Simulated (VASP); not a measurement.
**NaC2: single point with PBE**

The system is NaC2.

```
CELL_PARAMETERS angstrom
2.54179 0.00000 0.00000
0.00000 4.29055 0.00000
0.00000 0.00000 8.11760
ATOMIC_POSITIONS crystal
Na 0.00000 0.00000 0.84459
Na 0.50000 0.50000 0.15541
C 0.00000 0.83440 0.50112
C 0.00000 0.16560 0.50112
C 0.50000 0.33440 0.49888
C 0.50000 0.66560 0.49888
```

- Program: VASP 6.6.1
- Task: single point
- Functional: PBE
- Potentials or basis: VASP PAW PBE potentials, release 64 (Na_pv, C)
- Cutoff: 520 eV
- k mesh: 6 × 4 × 4
- Occupations: gaussian, width 0.1 eV
- Spin: no spin polarisation
- Dipole correction: no
- Further INCAR settings: ALGO = Normal; EDIFF = 1e-07; NBANDS = 24

```json
{
  "Pressure": "0.2 GPa",
  "Largest force": "0.007 eV/Å",
  "Band gap on the k mesh": "zero (band 15 reaches 5.01 eV, above the bottom of band 16 at 2.42 eV)"
}
```

Forces in eV/Å, atoms in the order of the input:
```
Na   0.000  0.000 -0.002
Na   0.000  0.000  0.002
C    0.000  0.001  0.007
C    0.000 -0.001  0.007
C    0.000  0.001 -0.007
C    0.000 -0.001 -0.007
```

Stress tensor (GPa, compression positive):
```
0.21 0.00 0.00
0.00 0.29 0.00
0.00 0.00 0.05
```

Levels at points of the mesh, in eV from the Fermi level:
| k point | band 13 | band 14 | band 15 | band 16 | band 17 | band 18 |
| --- | --- | --- | --- | --- | --- | --- |
| (0.00, 0.00, 0.00) | -4.09 | -3.47 | -3.11 | -0.10 | 0.61 | 2.36 |
| (0.50, 0.00, 0.00) | -4.29 | -4.29 | 1.40 | 1.40 | 2.50 | 2.50 |
| (0.00, 0.50, 0.00) | -6.21 | -6.21 | -1.05 | -1.05 | 2.60 | 2.60 |
| (0.50, 0.50, 0.00) | -3.88 | -3.88 | 0.05 | 0.05 | 4.06 | 4.06 |
| (0.00, 0.00, 0.50) | -4.09 | -3.47 | -2.78 | -0.70 | -0.02 | 4.41 |
| (0.50, 0.00, 0.50) | -4.29 | -4.29 | 1.39 | 1.39 | 2.70 | 2.70 |
| (0.00, 0.50, 0.50) | -6.21 | -6.21 | -0.75 | -0.75 | 1.38 | 1.38 |
| (0.50, 0.50, 0.50) | -3.88 | -3.88 | 0.04 | 0.04 | 4.31 | 4.31 |

It took 59 s on 1 thread of Intel(R) Xeon(R) Platinum 8488C (Sapphire Rapids), on a shared host, peak memory 0.21 GiB.

Caveat: the k points lie up to 0.41 Å⁻¹ apart.
